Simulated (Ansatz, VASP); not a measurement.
GaP: VASP beside Ansatz

INCAR

```
SYSTEM = GaP
PREC = Accurate
ENCUT = 520
EDIFF = 1E-6
ISMEAR = 0
SIGMA = 0.05
LREAL = .FALSE.
LASPH = .TRUE.
NELM = 60
ALGO = Normal
ISIF = 2
LWAVE = .FALSE.
LCHARG = .TRUE.
GGA = PE
LELF = .TRUE.
LVHAR = .TRUE.
NBANDS = 26
```

File KPOINTS:

```
Automatic mesh
0
G
  8 8 6
  0 0 0
```

File POSCAR:

```
GaP
1.0
    0.0000000000     -2.7252500000     -2.7252500000
    0.0000000000      2.7252500000     -2.7252500000
    5.4505000000      0.0000000000      0.0000000000
Ga P
2 2
Direct
    0.5000000000      0.5000000000      0.5000000000
    0.0000000000      0.0000000000      0.0000000000
    0.0000000000      0.5000000000      0.2500000000
    0.5000000000      0.0000000000      0.7500000000
```

Input for Ansatz:

```yaml
crystal:
  lattice:
    - [0.0, -2.72525, -2.72525]
    - [0.0, 2.72525, -2.72525]
    - [5.4505, 0.0, 0.0]
  atoms:
    - { symbol: Ga, position: [0.5, 0.5, 0.5] }
    - { symbol: Ga, position: [0.0, 0.0, 0.0] }
    - { symbol: P, position: [0.0, 0.5, 0.25] }
    - { symbol: P, position: [0.5, 0.0, 0.75] }
basis:
  ecutwfc: 420
kpoints:
  mp_grid: { grid: [8, 8, 6] }
hamiltonian:
  xc: pbe
scf:
  occupations: { method: gaussian, width: 0.05 }
output:
  forces: true
  stress: true
  eigenvalues: true
  write_density: true
  write_potential: true
  elf: true
  volumetric_format: npy
```

Alike in both runs: task single point; functional PBE; k mesh 8 × 8 × 6; occupations gaussian, width 0.05 eV; no spin polarisation.

|  | VASP | Ansatz |
| --- | --- | --- |
| version | VASP 6.6.1 | Ansatz 0.2.0 |
| potentials or method | VASP PAW PBE potentials, release 64 (Ga_d, P), cutoff 520 eV | scalar-relativistic, plane waves, PAW |
| valence electrons in the cell | 36 | 36 |

```csv
,VASP,Ansatz,Ansatz less VASP
gap on the k mesh at the Fermi level (eV),1.59,1.59,0.000
least direct gap on the mesh (eV),1.66,1.66,-0.001
pressure (GPa),2.4,2.5,+0.09
```
